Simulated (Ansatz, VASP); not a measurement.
Two plane-wave programs on P

```
P
1.0
     3.36582    0.00000    0.00000
     0.00000   35.72846    0.00000
     0.00000    0.00000    4.74789
P
4
Direct
  0.00000 0.97026 0.59215
  0.00000 0.02974 0.40785
  0.50000 0.02974 0.09215
  0.50000 0.97026 0.90785
```

Change from the starting cell: strain +0.025 along x and y, +0.025 along z, atoms carried along.

Alike in both runs: task single point; functional PBEsol; k mesh 8 × 1 × 6; occupations gaussian, width 0.05 eV; no spin polarisation.

|  | VASP | Ansatz |
| --- | --- | --- |
| version | VASP 6.6.1 | Ansatz 0.2.0 |
| potentials or method | VASP PAW PBE potentials, release 64 (P), cutoff 520 eV | scalar-relativistic, plane waves, PAW |
| valence electrons in the cell | 20 | 20 |

|  | VASP | Ansatz | Ansatz less VASP |
| --- | --- | --- | --- |
| gap on the k mesh at the Fermi level (eV) | 0.94 | 0.93 | -0.016 |
| least direct gap on the mesh (eV) | 0.94 | 0.93 | -0.016 |
| rms of the force components (eV/Å) | 0.244 | 0.235 | -0.0096 |

VASP's potentials were made for PBE, not for PBEsol. Atom by atom the forces differ by 0.010 eV/Å (rms over components). With one functional, cell and mesh, what is left measures potentials, basis and numerics.
